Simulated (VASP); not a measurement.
CoSi: single point with PBEsol

CoSi:

```
Co Si
1.0
     2.75206    0.00000    0.00000
     0.00000    2.75206    0.00000
     0.00000    0.00000    2.75206
Co Si
1 1
Cartesian
  0.0577 0.0577 0.0577
  1.3760 1.3760 1.3760
```

This cell differs from its parent crystal: all Co atoms moved -0.100 Å, as atom 1 towards its neighbour atom 2 (Si) at 2.383 Å.

```json
{
 "Program": "VASP 6.6.1",
 "Task": "single point",
 "Functional": "PBEsol",
 "Potentials or basis": "VASP PAW PBE potentials, release 64 (Co, Si)",
 "Cutoff": "520 eV",
 "k mesh": "22 × 22 × 22",
 "Occupations": "gaussian, width 0.15 eV",
 "Spin": "collinear spin, ferromagnetic start",
 "Starting moments": "[0.51, 0.0] μB",
 "Dipole correction": "no",
 "Further INCAR settings": "ALGO = Normal; EDIFF = 1e-07; NBANDS = 18"
}
```

The pressure is 1.3 GPa and the largest force is 0.588 eV/Å. The net moment is 0.44 μB per cell, the site moments are Co +0.44; Si +0.01 μB and the valence electrons inside the program's atomic spheres are Co 8.71; Si 1.59.

Forces in eV/Å, atoms in the order of the input:
```
Co  -0.340 -0.340 -0.340
Si   0.340  0.340  0.340
```

Stress tensor (GPa, compression positive):
```
1.32 1.00 1.00
1.00 1.32 1.00
1.00 1.00 1.32
```

Levels at points of the mesh, in eV from the Fermi level:
Spin up:
```
           k point  band 4  band 5  band 6  band 7  band 8  band 9  band 10  band 11
(0.00, 0.00, 0.00)   -1.59   -1.55   -1.55    3.12    3.12    3.13     7.59     7.59
(0.50, 0.00, 0.00)   -2.88   -2.86   -1.41   -0.61    6.65    8.32     8.37     9.59
(0.50, 0.50, 0.00)   -4.27   -2.41   -2.39   -0.94    1.55    1.81     8.41    13.70
(0.50, 0.50, 0.50)   -1.45   -0.89   -0.89    1.20    1.22    1.22     3.66     3.66
```
Spin down:
| k point | band 2 | band 3 | band 4 | band 5 | band 6 | band 7 | band 8 | band 9 | band 10 | band 11 |
| --- | --- | --- | --- | --- | --- | --- | --- | --- | --- | --- |
| (0.00, 0.00, 0.00) | -3.80 | -3.80 | -1.28 | -1.25 | -1.25 | 3.14 | 3.14 | 3.15 | 7.80 | 7.80 |
| (0.50, 0.00, 0.00) | -9.00 | -2.93 | -2.63 | -2.61 | -1.09 | 0.02 | 6.65 | 8.41 | 8.46 | 9.63 |
| (0.50, 0.50, 0.00) | -5.40 | -5.38 | -3.96 | -2.14 | -2.12 | -0.27 | 1.82 | 2.18 | 8.43 | 13.71 |
| (0.50, 0.50, 0.50) | -6.02 | -6.02 | -1.43 | -0.22 | -0.22 | 1.24 | 1.26 | 1.26 | 3.87 | 3.87 |

Run time: 3.7 min on 1 thread of Intel(R) Xeon(R) 6975P-C (Granite Rapids) (shared host), peak memory 0.62 GiB.

Caveat: the cell differs from its parent crystal (all Co atoms moved -0.100 Å, as atom 1 towards its neighbour atom 2 (Si) at 2.383 Å); the PAW data sets were made with another functional, which shifts forces and pressure a little.
